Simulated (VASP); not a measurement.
# WC (Fm-3m) in VASP: settings compared, part 2 of 2

VASP 6.6.1.

### 3 Relaxation of cell and atoms, LDA

File INCAR:

```
ALGO = Normal
EDIFF = 1E-7
EDIFFG = -0.01
ENCUT = 600
GGA = CA
IBRION = 2
ISIF = 3
ISMEAR = -1
LASPH = T
LCHARG = F
LREAL = F
LWAVE = F
NELM = 100
NSW = 60
PREC = Accurate
SIGMA = 0.05
```

File KPOINTS:

```
k-points
0
Gamma
  10 10 10
```

File POSCAR:

```
WC
1.0
    0.0000000000      2.1926840000      2.1926840000
    2.1926840000      0.0000000000      2.1926840000
    2.1926840000      2.1926840000      0.0000000000
W C
1 1
Direct
    0.0000000000      0.0000000000      0.0000000000
    0.5000000000      0.5000000000      0.5000000000
```

Potentials or basis: VASP PAW LDA potentials, release 64 (W_sv, C).

Command:

```
$ cat potpaw_LDA.64/W_sv/POTCAR potpaw_LDA.64/C/POTCAR > POTCAR
$ mpirun -np 1 vasp_std > vasp.out
```

OUTCAR:

```text
EDIFF = 1E-7
   EDIFFG = -0.01
   ENCUT = 600
   GGA = CA
   IBRION = 2
   ISIF = 3
   ISMEAR = -1
   LASPH = T
   LREAL = F
   NELM = 100
   NSW = 60
   PREC = Accurate

 ion  position               nearest neighbor table
   1  0.000  0.000  0.000-   2 2.19   2 2.19   2 2.19   2 2.19   2 2.19   2 2.19
   2  0.500  0.500  0.500-   1 2.19   1 2.19   1 2.19   1 2.19   1 2.19   1 2.19

  LATTYP: Found a face centered cubic cell.
 ALAT       =     4.3853680000

  Lattice vectors:

 A1 = (   0.0000000000,   2.1926840000,   2.1926840000)
 A2 = (   2.1926840000,   0.0000000000,   2.1926840000)
 A3 = (   2.1926840000,   2.1926840000,   0.0000000000)

Analysis of symmetry for initial positions (statically):
=====================================================================
 Subroutine PRICEL returns:
 Original cell was already a primitive cell.

 Routine SETGRP: Setting up the symmetry group for a
 face centered cubic supercell.

 Subroutine GETGRP returns: Found 48 space group operations
 (whereof 48 operations were pure point group operations)
 out of a pool of 48 trial point group operations.

The static configuration has the point symmetry O_h .

Analysis of symmetry for dynamics (positions and initial velocities):
=====================================================================
 Subroutine PRICEL returns:
 Original cell was already a primitive cell.

 Routine SETGRP: Setting up the symmetry group for a
 face centered cubic supercell.

[... 260 lines left out ...]

 number of electron      18.0000000 magnetization

 Free energy of the ion-electron system (eV)
  ---------------------------------------------------
  ext. energy  EPLUGINS =         0.00000000
  ---------------------------------------------------
  free energy    TOTEN  =       -23.82891641 eV

  energy without entropy =      -23.82281702  energy(sigma->0) =      -23.82586672

 E-fermi :  12.9224     XC(G=0): -14.1031

 val. band max:       12.8243698011   @ k =   0.3000   0.2000   0.1000
 cond. band min:      12.9542365529   @ k =  -0.1000   0.1000   0.0000
 fundamental gap:      0.1298667518
 Fermi energy:        12.9224481329

 k-point     1 :       0.0000    0.0000    0.0000
  band No.  band energies     occupation
      1     -62.0574      2.00000
      2     -26.3056      2.00000
      3     -26.3056      2.00000
      4     -26.3056      2.00000
      5      -3.0702      2.00000
      6       9.9753      2.00000
      7       9.9753      2.00000
      8       9.9753      2.00000
      9      11.7755      2.00000
     10      11.7755      2.00000
     11      11.7755      2.00000
     12      11.8634      2.00000
     13      11.8634      2.00000
[... 354 lines left out ...]
  band No.  band energies     occupation
      1     -62.0079      2.00000
      2     -26.8123      2.00000
      3     -26.5133      2.00000
      4     -26.4923      2.00000
      5      -0.5462      2.00000
      6       5.6820      2.00000
      7       7.1358      2.00000
      8       9.1273      2.00000
      9      10.0345      2.00000
     10      13.9723      0.00000
     11      15.4520      0.00000
     12      15.7787      0.00000
     13      19.6653      0.00000

 [... further k-points ...]
[... 5 lines left out ...]
  --------------------------------------------------------------------------------------
  -------------------------------------------------------------------------------------
  Total       -0.0108022     -0.0108022     -0.0108022      0.0000000      0.0000000     -0.0000000
  in kB       -0.8525005     -0.8525005     -0.8525005      0.0000000      0.0000000     -0.0000000
  external PRESSURE =      -0.8525005 kB  Pullay stress =       0.0000000 kB
[... 17 lines left out ...]
  FREE ENERGIE OF THE ION-ELECTRON SYSTEM (eV)
  ---------------------------------------------------
  free  energy   TOTEN  =       -23.8289164122 eV

  energy  without entropy=      -23.8228170187  energy(sigma->0) =      -23.82586672

 reached required accuracy - stopping structural energy minimisation
```

OSZICAR:

```text
N       E                     dE             d eps       ncg     rms          rms(c)
DAV:   1     0.114261075901E+03    0.11426E+03   -0.10609E+04  1230   0.168E+03
DAV:   2    -0.230824737139E+02   -0.13734E+03   -0.13373E+03  1397   0.400E+02
[... 33 lines left out ...]
   3 F= -.23828862E+02 E0= -.23825808E+02  d E =-.358070E-01
       N       E                     dE             d eps       ncg     rms          rms(c)
DAV:   1    -0.238291625774E+02   -0.30036E-03   -0.58669E-03  1292   0.112E+00    0.222E-01
DAV:   2    -0.238289553195E+02    0.20726E-03   -0.60146E-04  1362   0.296E-01    0.444E-02
DAV:   3    -0.238289226897E+02    0.32630E-04   -0.65738E-05  1387   0.662E-02    0.157E-02
DAV:   4    -0.238289163927E+02    0.62970E-05   -0.17565E-05  1482   0.514E-02    0.184E-02
DAV:   5    -0.238289164122E+02   -0.19509E-07   -0.86790E-07  1332   0.116E-02
   4 F= -.23828916E+02 E0= -.23825867E+02  d E =-.358612E-01
```

It took 71 s on 1 thread of Intel Xeon Platinum 8259CL at 2.50GHz (Skylake/Cascade Lake), shared host; peak memory 0.16 GiB.

What came out:

```yaml
Free_energy: -23.8289 eV
Relaxed_volume: 10.15 Å³/atom
Relaxed_cell: a = 3.062 Å, b = 3.062 Å, c = 3.062 Å, α = 60.00°, β = 60.00°, γ = 60.00°
Space_group_after_relaxing_to_0.05_Å: Fm-3m (No. 225)
Energy_gained_by_relaxing: 17.9 meV/atom
Ionic_steps: 4
Pressure_after_relaxing: -0.1 GPa
```

The path:
| step | energy change (eV) | largest force (eV/Å) | pressure (GPa) | volume (Å³) |
| --- | --- | --- | --- | --- |
| 1 | 0.0000 | 0.0000 | -14.13 | 21.08 |
| 2 | 0.2379 | 0.0000 | 49.77 | 18.37 |
| 3 | -0.0358 | 0.0000 | -0.59 | 20.33 |
| 4 | -0.0359 | 0.0000 | -0.09 | 20.30 |

Final structure:
```cif
data_structure
_symmetry_space_group_name_H-M 'P 1'
_symmetry_Int_Tables_number 1
_cell_length_a 3.0621
_cell_length_b 3.0621
_cell_length_c 3.0621
_cell_angle_alpha 60.000
_cell_angle_beta 60.000
_cell_angle_gamma 60.000
_cell_volume 20.30
loop_
_atom_site_label
_atom_site_type_symbol
_atom_site_fract_x
_atom_site_fract_y
_atom_site_fract_z
_atom_site_occupancy
W1 W 0.00000 0.00000 0.00000 1
C1 C 0.50000 0.50000 0.50000 1
```

Levels at points of the mesh, in eV from the Fermi level:
```tsv
k point	band 7	band 8	band 9	band 10	band 11	band 12
(0.00, 0.00, 0.00)	-2.95	-2.95	-1.15	-1.15	-1.15	-1.06
(0.50, 0.00, 0.00)	-6.88	-6.88	1.06	1.06	2.43	5.04
(0.50, 0.50, 0.00)	-5.62	-2.55	-2.55	0.86	2.36	2.36
```

Caveat: the bands computed are all filled at some k points, so no gap is given; spin-orbit coupling is left out, which moves the levels of the heavy elements.
